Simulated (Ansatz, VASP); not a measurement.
# Hf3NbO2 in VASP and in Ansatz

```
Hf Nb O
1.0
     3.35176    0.00000    0.00000
    -1.67588    2.90271    0.00000
     0.00000    0.00000   10.63772
Hf Nb O
3 1 2
Direct
  0.33333 0.66667 0.71265
  0.66667 0.33333 0.28735
  0.00000 0.00000 0.00000
  0.00000 0.00000 0.50000
  0.33333 0.66667 0.91748
  0.66667 0.33333 0.08252
```

Change from the starting cell: species swapped into the Sn2Pd3Au type (P-3m1, No. 164).

Alike in both runs: functional PBE; k mesh 6 × 6 × 4; occupations gaussian, width 0.1 eV; no spin polarisation.

Ansatz relaxed the structure, and its values are those at the end. VASP's run is a single point on that final structure, the one shown.

```csv
,VASP,Ansatz
version,VASP 6.6.1,Ansatz 0.2.0
potentials or method,"VASP PAW PBE potentials, release 64 (Hf_pv, Nb_sv, O), cutoff 520 eV","scalar-relativistic, plane waves, PAW"
valence electrons in the cell,55,103
```

|  | VASP | Ansatz | Ansatz less VASP |
| --- | --- | --- | --- |
| gap on the k mesh at the Fermi level (eV) | none | none | - |
| pressure (GPa) | -1.4 | 0.0 | +1.45 |
| rms of the force components (eV/Å) | 0.018 | 0.011 | -0.0067 |

A gap of «none» marks a metal or a gap that the smearing closes. With one functional, cell and mesh, what is left measures potentials, basis and numerics. VASP's potentials hold 55 valence electrons a cell and Ansatz's 103, so a difference there can come from the potentials and not from the codes.

The k mesh is coarse, so the values compare programs but aren't converged. Spin-orbit coupling is off throughout.
